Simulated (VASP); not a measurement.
Here is a VASP 6.6.1 calculation.

INCAR

```
PREC     = Accurate       # precision mode
ENCUT    = 520            # plane-wave cutoff, eV
EDIFF    = 1E-6           # SCF threshold, eV
ISMEAR   = 0              # smearing method
SIGMA    = 0.01           # smearing width, eV
LREAL    = F              # projectors in reciprocal space
LASPH    = T              # aspherical terms in the spheres
NELM     = 100            # most SCF steps
ALGO     = Normal         # electronic algorithm
ISIF     = 2              # what is computed and relaxed
LWAVE    = F              # write WAVECAR
LCHARG   = F              # write CHGCAR
GGA      = PE             # functional
NBANDS   = 16             # bands
```

File KPOINTS:

```
regular mesh
0
Gamma
  6 6 4
```

POSCAR

```
MgS
1.0
    4.2307901944      0.0000000000      0.0000000000
   -2.1153950972      3.6639717864      0.0000000000
    0.0000000000      0.0000000000      5.2116834447
Mg S
2 2
Direct
    0.3333333333      0.6666666667      0.2500000000
    0.6666666667      0.3333333333      0.7500000000
    0.6666666667      0.3333333333      0.2500000000
    0.3333333333      0.6666666667      0.7500000000
```

Potentials or basis: VASP PAW PBE potentials, release 64 (Mg, S).

The run is started by

```sh
$ cat potpaw_PBE.64/Mg/POTCAR potpaw_PBE.64/S/POTCAR > POTCAR
$ mpirun -np 1 vasp_std > vasp.out
```

Question: Predict the pressure.

Answer: 4.0 GPa.

Question: Estimate the band gap on the k mesh.

Answer: 3.10 eV, direct.

Stress tensor (GPa, compression positive):
```
4.12 0.00 0.00
0.00 4.12 0.00
0.00 0.00 3.79
```

 A k mesh can miss the band edges.
